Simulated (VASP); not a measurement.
Set up this calculation in VASP 6.6.1, as the native input.

- Task: single point
- Functional: PBE
- Potentials or basis: VASP PAW PBE potentials, release 64 (Te, Mo_sv)
- Cutoff: 520 eV
- k mesh: 4 × 8 × 2
- Occupations: fermi-dirac, width 0.05 eV
- Spin: no spin polarisation
- Dipole correction: no
- Further INCAR settings: ALGO = Normal; EDIFF = 1e-06; NBANDS = 64

The structure of Te2Mo lies in POSCAR:

```
Te2Mo
1.0
    6.3809517583      0.0000000000      0.1353865501
    0.0000000000      3.4656013855      0.0000000000
   -0.6586693650      0.0000000000     15.7813764426
Te Mo
8 4
Direct
    0.9349929074      0.7500000000      0.5935563701
    0.0650070926      0.2500000000      0.4064436299
    0.9141895666      0.2500000000      0.8692000717
    0.0858104334      0.7500000000      0.1307999283
    0.4254696899      0.7500000000      0.9064477854
    0.5745303101      0.2500000000      0.0935522146
    0.4273776200      0.2500000000      0.6307885596
    0.5726223800      0.7500000000      0.3692114404
    0.8183509124      0.7500000000      0.9942188676
    0.1816490876      0.2500000000      0.0057811324
    0.6810777842      0.2500000000      0.4942357881
    0.3189222158      0.7500000000      0.5057642119
```

The input as run:

INCAR

```
SYSTEM = Te2Mo
  ALGO = Normal
  EDIFF = 1E-6
  ENCUT = 520
  GGA = PE
  ISIF = 2
  ISMEAR = -1
  LASPH = .True.
  LCHARG = .False.
  LREAL = .False.
  LWAVE = .False.
  NBANDS = 64
  NELM = 80
  PREC = Accurate
  SIGMA = 0.05
```

KPOINTS

```
k-points
0
Gamma
  4 8 2
  0 0 0
```

Potentials or basis: VASP PAW PBE potentials, release 64 (Te, Mo_sv).

The run is started by

```bash
$ cat potpaw_PBE.64/Te/POTCAR potpaw_PBE.64/Mo_sv/POTCAR > POTCAR
$ mpirun -np 1 vasp_std > vasp.out
```

Results of the run:

```json
{
  "Pressure": "0.0 GPa",
  "Largest force": "0.011 eV/Å",
  "Band gap on the k mesh": "zero (bands 52 and 53 overlap by 0.25 eV)"
}
```

Caveat: spin-orbit coupling is left out, which moves the levels of the heavy elements; this functional lacks dispersion, which binds the layers, so the pressure and a relaxed spacing across them are unreliable.

It took 24 min on 1 thread of Oxide Virtual Turin-like Processor, on a shared host, peak memory 0.69 GiB.
